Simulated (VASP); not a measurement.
# MgCdS4 (P-6m2) in VASP: further runs

The runs below take MgCdS4 through relaxation of cell and atoms, single point, with PBE.

Everything below comes from runs of VASP 6.6.1. Logs are shortened: lines on timing, memory, paths and dates and some standing lists are left out, and cuts for length are marked.

### Step 1. The cell of the first run

The structure is hexagonal, space group P-6m2 (No. 187). The conventional cell has a = 4.477 Å, b = 4.477 Å, c = 9.802 Å, α = 90.00°, β = 90.00°, γ = 120.00°. Within 3.4 Å of Mg (site symmetry -6m2) lie 9 S at 2.59 to 2.79 Å. Cd (site symmetry -6m2) has 3 S at 2.59 Å within 3.4 Å. S (site symmetry 3m) has 4 S at 2.07 to 2.79 Å and 3 Mg at 2.79 Å within 2.8 Å. S (site symmetry -6m2) has 3 Mg at 2.59 Å and 6 S at 2.79 Å within 3.4 Å. Within 3.4 Å of S (site symmetry -6m2) lie 3 Cd at 2.59 Å.

The cell was built from a structure type or drawn by symmetry, and may not be a known phase.

### Step 2. Relaxation of cell and atoms, PBE

File INCAR:

```
PREC = Accurate
ENCUT = 600
EDIFF = 1E-6
ISMEAR = 0
SIGMA = 0.1
LREAL = F
LASPH = T
NELM = 60
ALGO = Normal
ISIF = 3
LWAVE = F
LCHARG = F
GGA = PE
IBRION = 2
NSW = 100
EDIFFG = -0.01
```

File KPOINTS:

```
regular mesh
0
Gamma
  12 12 4
```

File POSCAR:

```
MgCdS4
1.0
    4.4774316198      0.0000000000      0.0000000000
   -2.2387158099      3.8775695265      0.0000000000
    0.0000000000      0.0000000000      9.8016737326
Mg Cd S
1 1 4
Direct
    0.3333333333      0.6666666667      0.0000000000
    0.6666666667      0.3333333333      0.5000000000
    0.6666666667      0.3333333333      0.8941861109
    0.6666666667      0.3333333333      0.1058138891
    0.0000000000      0.0000000000      0.0000000000
    0.0000000000      0.0000000000      0.5000000000
```

Potentials or basis: VASP PAW PBE potentials, release 64 (Mg, Cd, S).

Command:

```
> cat potpaw_PBE.64/Mg/POTCAR potpaw_PBE.64/Cd/POTCAR potpaw_PBE.64/S/POTCAR > POTCAR
> mpirun -np 1 vasp_std > vasp.out
```

OUTCAR:

```text
PREC = Accurate
   ENCUT = 600
   EDIFF = 1E-6
   ISMEAR = 0
   LREAL = F
   LASPH = T
   NELM = 60
   ISIF = 3
   GGA = PE
   IBRION = 2
   NSW = 100
   EDIFFG = -0.01

 ion  position               nearest neighbor table
   1  0.333  0.667  0.000-   5 2.59   5 2.59   5 2.59   3 2.79   4 2.79   3 2.79   4 2.79   3 2.79
                             4 2.79
   2  0.667  0.333  0.500-   6 2.59   6 2.59   6 2.59
   3  0.667  0.333  0.894-   4 2.07   1 2.79   5 2.79   1 2.79   5 2.79   5 2.79   1 2.79
   4  0.667  0.333  0.106-   3 2.07   1 2.79   5 2.79   1 2.79   5 2.79   5 2.79   1 2.79
   5  0.000  0.000  0.000-   1 2.59   1 2.59   1 2.59   4 2.79   3 2.79   4 2.79   3 2.79   4 2.79
                             3 2.79
   6  0.000  0.000  0.500-   2 2.59   2 2.59   2 2.59

  LATTYP: Found a hexagonal cell.
 ALAT       =     4.4774316198
 C/A-ratio  =     2.1891286266

  Lattice vectors:

 A1 = (   4.4774316198,   0.0000000000,   0.0000000000)
 A2 = (  -2.2387158099,   3.8775695265,   0.0000000000)
 A3 = (   0.0000000000,   0.0000000000,   9.8016737326)

Analysis of symmetry for initial positions (statically):
=====================================================================
 Subroutine PRICEL returns:
 Original cell was already a primitive cell.

 Routine SETGRP: Setting up the symmetry group for a
 hexagonal supercell.

 Subroutine GETGRP returns: Found 12 space group operations
 (whereof 12 operations were pure point group operations)
 out of a pool of 24 trial point group operations.

The static configuration has the point symmetry D_3h.

Analysis of symmetry for dynamics (positions and initial velocities):
=====================================================================
 Subroutine PRICEL returns:
 Original cell was already a primitive cell.

 Routine SETGRP: Setting up the symmetry group for a
 hexagonal supercell.

 Subroutine GETGRP returns: Found 12 space group operations
 (whereof 12 operations were pure point group operations)
 out of a pool of 24 trial point group operations.

The dynamic configuration has the point symmetry D_3h.

 Subroutine INISYM returns: Found 12 space group operations
 (whereof 12 operations are pure point group operations),
 and found     1 'primitive' translations

----------------------------------------------------------------------------------------

                                     Primitive cell

  volume of cell :     170.1723

  direct lattice vectors                    reciprocal lattice vectors
     4.477431620  0.000000000  0.000000000     0.223342328  0.128946753  0.000000000
    -2.238715810  3.877569526  0.000000000     0.000000000  0.257893506  0.000000000
     0.000000000  0.000000000  9.801673733     0.000000000  0.000000000  0.102023392

  length of vectors
     4.477431620  4.477431620  9.801673733     0.257893506  0.257893506  0.102023392

  position of ions in fractional coordinates (direct lattice)
     0.333333333  0.666666667  0.000000000
     0.666666667  0.333333333  0.500000000
     0.666666667  0.333333333  0.894186111
     0.666666667  0.333333333  0.105813889
     0.000000000  0.000000000  0.000000000
     0.000000000  0.000000000  0.500000000

  ion indices of the primitive-cell ions
   primitive index   ion index
                 1           1
                 2           2
                 3           3
                 4           4
                 5           5
                 6           6

----------------------------------------------------------------------------------------

 KPOINTS: regular mesh

Automatic generation of k-mesh.
 Grid dimensions read from file:
 generate k-points for:   12   12    4

 Generating k-lattice:

  Cartesian coordinates                     Fractional coordinates (reciprocal lattice)
     0.018611861  0.010745563  0.000000000     0.083333333  0.000000000  0.000000000
     0.000000000  0.021491126  0.000000000     0.000000000  0.083333333  0.000000000
     0.000000000  0.000000000  0.025505848     0.000000000  0.000000000  0.250000000

  Length of vectors
     0.021491126  0.021491126  0.025505848

  Shift w.r.t. Gamma in fractional coordinates (k-lattice)
     0.000000000  0.000000000  0.000000000

 Subroutine IBZKPT returns following result:
 ===========================================

 Found     57 irreducible k-points:

 Following reciprocal coordinates:
            Coordinates               Weight
  0.000000  0.000000  0.000000      1.000000
  0.083333 -0.000000  0.000000      6.000000
  0.166667 -0.000000  0.000000      6.000000
  0.250000 -0.000000  0.000000      6.000000
  0.333333 -0.000000  0.000000      6.000000
  0.416667 -0.000000  0.000000      6.000000
[... 16 lines left out ...]
  0.250000 -0.000000  0.250000     12.000000
  0.333333 -0.000000  0.250000     12.000000
 [... further k-points ...]
   k-points           NKPTS =     57   k-points in BZ     NKDIM =     57   number of bands    NBANDS=     23
   number of dos      NEDOS =    301   number of ions     NIONS =      6
   total plane-waves  NPLWV = 103680
   dimension x,y,z NGX =    36 NGY =   36 NGZ =   80
   dimension x,y,z NGXF=    72 NGYF=   72 NGZF=  160
   ions per type =               1   1   4
   NGX,Y,Z   is equivalent  to a cutoff of  13.37, 13.37, 13.57 a.u.
   NGXF,Y,Z  is equivalent  to a cutoff of  26.73, 26.73, 27.14 a.u.
 SYSTEM =  unknown system
   PREC   = accura    normal or accurate (medium, high low for compatibility)
   ISTART =      0    job   : 0-new  1-cont  2-samecut
   ICHARG =      2    charge: 1-file 2-atom 10-const
   ISPIN  =      1    spin polarized calculation?
   LNONCOLLINEAR =      F non collinear calculations
   LSORBIT =      F    spin-orbit coupling
   LASPH  =      T    aspherical Exc in radial PAW
   ENCUT  =  600.0 eV  44.10 Ry    6.64 a.u.   8.94  8.94 19.58*2*pi/ulx,y,z
   NELM   =     60;   NELMIN=  2; NELMDL= -5     # of ELM steps
   EDIFF  = 0.1E-05   stopping-criterion for ELM
   LREAL  =      F    real-space projection
   EDIFFG = -.1E-01   stopping-criterion for IOM
   NSW    =    100    number of steps for IOM
   IBRION =      2    ionic relax: 0-MD 1-quasi-New 2-CG
   NFREE  =      1    steps in history (QN), initial steepest desc. (CG)
   ISIF   =      3    stress and relaxation
   ISYM   =      2    0-nonsym 1-usesym 2-fastsym
   POTIM  = 0.5000    time-step for ionic-motion
   TEBEG  =    0.0;   TEEND  =   0.0 temperature during run
   PSTRESS=    0.0 pullay stress
   NELECT =      38.0000    total number of electrons
   NUPDOWN=      -1.0000    fix difference up-down
   EMIN   =  10.00;   EMAX   =-10.00  energy-range for DOS
   EFERMI =   0.00;   METHOD = LEGACY
   ISMEAR =     0;   SIGMA  =   0.10  broadening in eV -4-tet -1-fermi 0-gaus
   EFERMI_NEDOS =   21; number of points for ismear=-14 and -15
   IALGO  =     38    algorithm
   IMIX   =      4    mixing-type and parameters
     AMIX     =   0.40;   BMIX     =  1.00
     AMIX_MAG =   1.60;   BMIX_MAG =  1.00
  volume/ion in A,a.u.               =      28.36       191.40
  Fermi-wavevector in a.u.,A,eV,Ry     =   0.993207  1.876889 13.421605  0.986460
  Thomas-Fermi vector in A             =   2.125073
   LORBIT       =      0    0 simple, 1 ext, 2 COOP (PROOUT), +10 PAW based schemes
   GGA     = PE    functional components
   LHFCALC =     F    Hartree Fock is set to
   AEXX    =    0.0000 exact exchange contribution
   IVDW    =     0    specifies the selected vdW correction
   LEPSILON=     F    determine dielectric tensor
   LRPA    =     F    only Hartree local field effects (RPA)
 conjugate gradient relaxation of ions
 non-spin polarized calculation
 Gauss-broadening in eV      SIGMA  =   0.10
  energy-cutoff  :      600.00
  volume of cell :      170.17
 maximum number of plane-waves:      5724
 NGX is ok and might be reduce to    36
   NGX = 17   NGY = 17   NGZ = 39

--------------------------------------- Ionic step        1  -------------------------------------------

 number of electron      38.0000000 magnetization

 Free energy of the ion-electron system (eV)
  ---------------------------------------------------
  ext. energy  EPLUGINS =         0.00000000
  ---------------------------------------------------
  free energy    TOTEN  =       -19.10379211 eV

  energy without entropy =      -19.08630885  energy(sigma->0) =      -19.09505048

------------------------ aborting loop because EDIFF is reached ----------------------------------------

  FORCE on cell =-STRESS in cart. coord.  units (eV):
  Direction    XX          YY          ZZ          XY          YZ          ZX
  --------------------------------------------------------------------------------------
  -------------------------------------------------------------------------------------
  Total       -0.0285616     -0.0285616     -0.2472512      0.0000000      0.0000000      0.0000000
  in kB       -0.2689082     -0.2689082     -2.3278775      0.0000000      0.0000000      0.0000000
  external PRESSURE =      -0.9552313 kB  Pullay stress =       0.0000000 kB
[... 65 lines left out ...]
  energy  without entropy=      -19.0874245877  energy(sigma->0) =      -19.09571629

--------------------------------------- Ionic step        3  -------------------------------------------

 number of electron      37.9999999 magnetization

 Free energy of the ion-electron system (eV)
  ---------------------------------------------------
  ext. energy  EPLUGINS =         0.00000000
  ---------------------------------------------------
  free energy    TOTEN  =       -19.10436874 eV

  energy without entropy =      -19.08740572  energy(sigma->0) =      -19.09588723

 E-fermi :   1.7508     XC(G=0):  -7.7881

 val. band max:        1.7504728050   @ k =   0.5000  -0.0000   0.2500
 cond. band min:       1.7509867483   @ k =   0.5000  -0.0000   0.0000
 fundamental gap:      0.0005139433
 Fermi energy:         1.7507987583

 k-point     1 :       0.0000    0.0000    0.0000
  band No.  band energies     occupation
      1     -14.6278      2.00000
      2     -10.7088      2.00000
      3      -9.6847      2.00000
      4      -9.6295      2.00000
      5      -7.0184      2.00000
      6      -7.0184      2.00000
[... 613 lines left out ...]
     22       4.0662      0.00000
     23       5.7039      0.00000

 [... further k-points ...]

------------------------ aborting loop because EDIFF is reached ----------------------------------------

  FORCE on cell =-STRESS in cart. coord.  units (eV):
  Direction    XX          YY          ZZ          XY          YZ          ZX
  --------------------------------------------------------------------------------------
  -------------------------------------------------------------------------------------
  Total        0.0218875      0.0218875      0.0092263      0.0000000     -0.0000000      0.0000000
  in kB        0.2063554      0.2063554      0.0869859      0.0000000     -0.0000000      0.0000000
  external PRESSURE =       0.1665656 kB  Pullay stress =       0.0000000 kB
[... 21 lines left out ...]
  FREE ENERGIE OF THE ION-ELECTRON SYSTEM (eV)
  ---------------------------------------------------
  free  energy   TOTEN  =       -19.1043687355 eV

  energy  without entropy=      -19.0874057230  energy(sigma->0) =      -19.09588723

 reached required accuracy - stopping structural energy minimisation
```

Wall time 14 min (1 thread of Intel Xeon 8259CL, shared host); peak memory 0.53 GiB.

What came out:

```yaml
Free_energy: -19.1044 eV
Relaxed_volume: 28.32 Å³/atom
Relaxed_cell: a = 4.477 Å, b = 4.477 Å, c = 9.791 Å, α = 90.00°, β = 90.00°, γ = 120.00°
Space_group_after_relaxing_to_0.1_Å: P-6m2 (No. 187)
Energy_gained_by_relaxing: 0.1 meV/atom
Ionic_steps: 3
Pressure_after_relaxing: 0.0 GPa
Largest_force_after_relaxing: 0.003 eV/Å
Band_gap_on_the_k_mesh: zero (bands 19 and 20 overlap by 2.05 eV)
```

Forces in eV/Å, atoms in the order of the input:
```
Mg   0.000  0.000  0.000
Cd   0.000  0.000  0.000
S    0.000  0.000  0.003
S    0.000  0.000 -0.003
S    0.000  0.000  0.000
S    0.000  0.000  0.000
```

The path:
```tsv
step	energy change (eV)	largest force (eV/Å)	pressure (GPa)	volume (Å³)
1	0.0000	0.1260	-0.10	170.17
2	-0.0002	0.0974	0.11	169.76
3	-0.0006	0.0032	0.02	169.94
```

Final structure:
```cif
data_structure
_symmetry_space_group_name_H-M 'P 1'
_symmetry_Int_Tables_number 1
_cell_length_a 4.4769
_cell_length_b 4.4769
_cell_length_c 9.7907
_cell_angle_alpha 90.000
_cell_angle_beta 90.000
_cell_angle_gamma 120.000
_cell_volume 169.94
loop_
_atom_site_label
_atom_site_type_symbol
_atom_site_fract_x
_atom_site_fract_y
_atom_site_fract_z
_atom_site_occupancy
Mg1 Mg 0.33333 0.66667 0.00000 1
Cd1 Cd 0.66667 0.33333 0.50000 1
S1 S 0.66667 0.33333 0.89453 1
S2 S 0.66667 0.33333 0.10547 1
S3 S 0.00000 0.00000 0.00000 1
S4 S 0.00000 0.00000 0.50000 1
```

Levels at points of the mesh, in eV from the Fermi level:
| k point | band 15 | band 16 | band 17 | band 18 | band 19 | band 20 | band 21 | band 22 | band 23 |
| --- | --- | --- | --- | --- | --- | --- | --- | --- | --- |
| (0.00, 0.00, 0.00) | -2.20 | -1.91 | -1.52 | -1.52 | -1.24 | -1.24 | -0.20 | 1.99 | 2.24 |
| (0.50, 0.00, 0.00) | -2.48 | -1.58 | -1.43 | -1.04 | 0.00 | 0.07 | 1.68 | 1.96 | 3.65 |
| (0.00, 0.00, 0.50) | -2.05 | -1.92 | -1.53 | -1.53 | -1.23 | -1.23 | -0.43 | 2.25 | 2.41 |
| (0.50, 0.00, 0.50) | -2.49 | -1.57 | -1.46 | -1.00 | 0.00 | 0.06 | 1.63 | 2.74 | 3.30 |

### Step 3. Single point, PBE

This run uses another cell than the first one, of 26.02 Å³/atom.

File INCAR:

```
SYSTEM = MgCdS4
PREC = Accurate
ENCUT = 750
EDIFF = 1E-6
ISMEAR = 0
SIGMA = 0.1
LREAL = .FALSE.
LASPH = .TRUE.
NELM = 120
ALGO = Normal
ISIF = 2
LWAVE = .FALSE.
LCHARG = .TRUE.
GGA = PE
LELF = .TRUE.
LVHAR = .TRUE.
NBANDS = 36
GGA_COMPAT = .FALSE.
```

File KPOINTS:

```
regular mesh
0
G
  6 6 2
  0 0 0
```

File POSCAR:

```
MgCdS4
1.0
    4.4683637903      0.0000000000      0.0000000000
   -2.2341818952      3.8697165558      0.0000000000
    0.0000000000      0.0000000000      9.0291989360
Mg Cd S
1 1 4
Direct
    0.3333333333      0.6666666667      0.0000000000
    0.6666666667      0.3333333333      0.5000000000
    0.6666666667      0.3333333333      0.8840933378
    0.6666666667      0.3333333333      0.1159066622
    0.0000000000      0.0000000000      0.0000000000
    0.0000000000      0.0000000000      0.5000000000
```

Potentials or basis: VASP PAW PBE potentials, release 64 (Mg_sv, Cd_sv_GW, S).

Command:

```
> cat potpaw_PBE.64/Mg_sv/POTCAR potpaw_PBE.64/Cd_sv_GW/POTCAR potpaw_PBE.64/S/POTCAR > POTCAR
> mpirun -np 1 vasp_std > vasp.out
```

Wall time 2.6 min (1 thread of Intel Xeon Platinum 8375C at 2.90GHz (Ice Lake), shared host); peak memory 0.44 GiB.

The run converged. Its results:

| Property | Result |
| --- | --- |
| Free energy | -19.1902 eV |
| Pressure | -0.2 GPa |
| Largest force | 0.128 eV/Å |
| Band gap on the k mesh | zero (bands 27 and 28 overlap by 2.08 eV) |

Forces on the atoms (eV/Å):
```
Mg   0.000  0.000  0.000
Cd   0.000  0.000  0.000
S    0.000  0.000  0.128
S    0.000  0.000 -0.128
S    0.000  0.000  0.000
S    0.000  0.000  0.000
```

Levels at points of the mesh, in eV from the Fermi level:
| k point | band 25 | band 26 | band 27 | band 28 | band 29 | band 30 |
| --- | --- | --- | --- | --- | --- | --- |
| (0.00, 0.00, 0.00) | -1.40 | -1.40 | -1.29 | -1.29 | 0.07 | 1.91 |
| (0.50, 0.00, 0.00) | -1.30 | -1.02 | 0.00 | 0.06 | 1.34 | 2.12 |
| (0.00, 0.00, 0.50) | -1.47 | -1.47 | -1.22 | -1.22 | -0.43 | 2.33 |
| (0.50, 0.00, 0.50) | -1.41 | -0.93 | -0.01 | 0.03 | 1.50 | 3.03 |
